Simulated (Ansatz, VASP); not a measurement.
## One calculation of Ag, two programs

Contents of INCAR:

```
SYSTEM = Ag
ALGO = Normal ; DIPOL = 0.5 0.5 0.499
EDIFF = 1E-6 ; ENCUT = 520
GGA = PS ; IDIPOL = 3
ISIF = 2 ; ISMEAR = 0
LASPH = .True. ; LCHARG = .False.
LDIPOL = .True. ; LREAL = .False.
LWAVE = .False. ; NBANDS = 42
NELM = 100 ; PREC = Accurate
SIGMA = 0.1
```

The input KPOINTS:

```
k-points
0
Gamma
  17 17 1
  0 0 0
```

The input POSCAR:

```
Ag
1.0
    2.8893797300      0.0000000000      0.0000000000
    0.0000000000      2.8893797300      0.0000000000
    0.0000000000      0.0000000000     27.2155002141
Ag
6
Direct
    0.5000000000      0.5000000000      0.3123220199
    0.0000000000      0.0000000000      0.3873932161
    0.5000000000      0.5000000000      0.4624644019
    0.0000000000      0.0000000000      0.5365871681
    0.5000000000      0.5000000000      0.6105870216
    0.0000000000      0.0000000000      0.6825436834
```

Input for Ansatz:

```yaml
crystal:
  lattice:
    - [2.88937973, 0.0, 0.0]
    - [0.0, 2.88937973, 0.0]
    - [0.0, 0.0, 27.2155002141]
  atoms:
    - { symbol: Ag, position: [0.5, 0.5, 0.3123220199] }
    - { symbol: Ag, position: [0.0, 0.0, 0.3873932161] }
    - { symbol: Ag, position: [0.5, 0.5, 0.4624644019] }
    - { symbol: Ag, position: [0.0, 0.0, 0.5365871681] }
    - { symbol: Ag, position: [0.5, 0.5, 0.6105870216] }
    - { symbol: Ag, position: [0.0, 0.0, 0.6825436834] }
basis:
  ecutwfc: 420.0
  fft_grid_basis: typed
kpoints:
  mp_grid: { grid: [17, 17, 1] }
hamiltonian:
  xc: pbesol
  pseudopotentials: { kind: paw }
scf:
  occupations: { method: gaussian, width: 0.1 }
output:
  forces: true
  eigenvalues: true
  band_densities:
    - { e_range: [-2.0, -1.0] }
    - { e_range: [-1.0, -0.5] }
    - { e_range: [-0.5, -0.25] }
    - { e_range: [-0.25, 0.0] }
    - { e_range: [0.0, 0.25] }
    - { e_range: [0.25, 0.5] }
    - { e_range: [0.5, 1.0] }
    - { e_range: [1.0, 1.5] }
  band_residual_tolerance: 1.0e-05
  write_potential: true
  elf: true
  write_density: true
  volumetric_format: npy
efield:
  axis: 3
  dipole_correction: true
  ramp_width: 0.04
checkpoint:
  read: start.run
  write: ck
  compress: false
  write_wavefunctions: false
  write_every: 100000
```

Alike in both runs: task single point; functional PBEsol; k mesh 17 × 17 × 1; occupations gaussian, width 0.1 eV; no spin polarisation.

|  | VASP | Ansatz |
| --- | --- | --- |
| version | VASP 6.6.1 | Ansatz 0.2.0 |
| potentials or method | VASP PAW PBE potentials, release 64 (Ag), cutoff 520 eV | scalar-relativistic, plane waves, PAW |
| valence electrons in the cell | 66 | 114 |

```csv
,VASP,Ansatz,Ansatz less VASP
gap on the k mesh at the Fermi level (eV),none,none,-
rms of the force components (eV/Å),0.075,0.074,-0.0010
```

VASP's potentials were made for PBE, not for PBEsol. Atom by atom the forces differ by 0.003 eV/Å (rms over components). A gap of «none» marks a metal or a gap that the smearing closes. VASP's potentials hold 66 valence electrons a cell and Ansatz's 114, so a difference there can come from the potentials and not from the codes. Ansatz's warnings: published levels not confirmed, xc potential rough in thin density.
